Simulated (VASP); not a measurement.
A run of VASP 6.6.1:

The input INCAR:

```
SYSTEM = Zn6O
PREC = Accurate
ENCUT = 520
EDIFF = 1E-6
ISMEAR = 0
SIGMA = 0.2
LREAL = .False.
LASPH = .True.
NELM = 60
ALGO = Normal
ISIF = 2
LWAVE = .False.
LCHARG = .True.
GGA = PE
LELF = .True.
LVHAR = .True.
NBANDS = 48
```

File KPOINTS:

```
Automatic mesh
0
Gamma
  4 4 4
  0 0 0
```

File POSCAR:

```
Zn6O
1.0
    2.6322540405      1.5197325776      4.1875620125
   -2.6322540405      1.5197325776      4.1875620125
    0.0000000000     -3.0394651589      4.1875620112
Zn O
6 1
Direct
    0.8439357182      0.8439357182      0.8439357182
    0.1560642818      0.1560642818      0.1560642818
    0.5000000000      0.5000000000      0.0000000000
    0.0000000000      0.5000000000      0.5000000000
    0.5000000000      0.0000000000      0.5000000000
    0.5000000000      0.5000000000      0.5000000000
    0.0000000000      0.0000000000      0.0000000000
```

Potentials or basis: VASP PAW PBE potentials, release 64 (Zn, O).

Run with:

```bash
$ cat potpaw_PBE.64/Zn/POTCAR potpaw_PBE.64/O/POTCAR > POTCAR
$ mpirun -np 1 vasp_std > vasp.out
```

Hardware: 1 thread of Intel(R) Xeon(R) Platinum 8488C (Sapphire Rapids) (shared host).

Question: Estimate the wall time of this run.

Answer: It took 110 s on 1 thread of Intel(R) Xeon(R) Platinum 8488C (Sapphire Rapids), on a shared host, peak memory 0.25 GiB. Counts: scf iterations 15, k points 13.
